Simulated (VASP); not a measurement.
Wanted: the native input for a VASP 6.6.1 run.

- Task: relaxation of cell and atoms
- Functional: PBE
- Potentials or basis: VASP PAW PBE potentials, release 64 (Ru_pv, S)
- Cutoff: 600 eV
- k mesh: 12 × 12 × 12
- Occupations: gaussian, width 0.1 eV
- Spin: no spin polarisation
- Dipole correction: no
- Further INCAR settings: ALGO = Fast; EDIFF = 1e-06; IBRION = 2; EDIFFG = -0.01; NSW = 100; ISIF = 3

The structure of Ru3S lies in POSCAR:

```
Ru3S
1.0
    3.7977746800      0.0000000000      0.0000000000
    0.0000000000      3.7977746800      0.0000000000
    0.0000000000      0.0000000000      3.7977746800
Ru S
3 1
Direct
    0.0000000000      0.5000000000      0.5000000000
    0.5000000000      0.0000000000      0.5000000000
    0.5000000000      0.5000000000      0.0000000000
    0.0000000000      0.0000000000      0.0000000000
```

One way to write it, as run:

INCAR

```
PREC = Accurate ; ENCUT = 600
EDIFF = 1E-6 ; ISMEAR = 0
SIGMA = 0.1 ; LREAL = F
LASPH = T ; NELM = 80
ALGO = Fast ; ISIF = 3
LWAVE = F ; LCHARG = F
GGA = PE ; IBRION = 2
NSW = 100 ; EDIFFG = -0.01
```

KPOINTS

```
regular mesh
0
Gamma
  12 12 12
```

Potentials or basis: VASP PAW PBE potentials, release 64 (Ru_pv, S).

Launch:

```console
$ cat potpaw_PBE.64/Ru_pv/POTCAR potpaw_PBE.64/S/POTCAR > POTCAR
$ mpirun -np 1 vasp_std > vasp.out
```

Results of the run:

```json
{
 "Relaxed volume": "13.70 Å³/atom",
 "Relaxed cell": "a = 3.799 Å, b = 3.799 Å, c = 3.799 Å, α = 90.00°, β = 90.00°, γ = 90.00°",
 "Space group after relaxing (to 0.1 Å)": "Pm-3m (No. 221)",
 "Energy gained by relaxing": "0.0 meV/atom",
 "Ionic steps": "3",
 "Pressure after relaxing": "0.0 GPa",
 "Band gap on the k mesh": "zero (bands 24 and 25 overlap by 1.05 eV)"
}
```

Run time: 6.5 min on 1 thread of Oxide Virtual Turin-like Processor (shared host), peak memory 0.23 GiB.
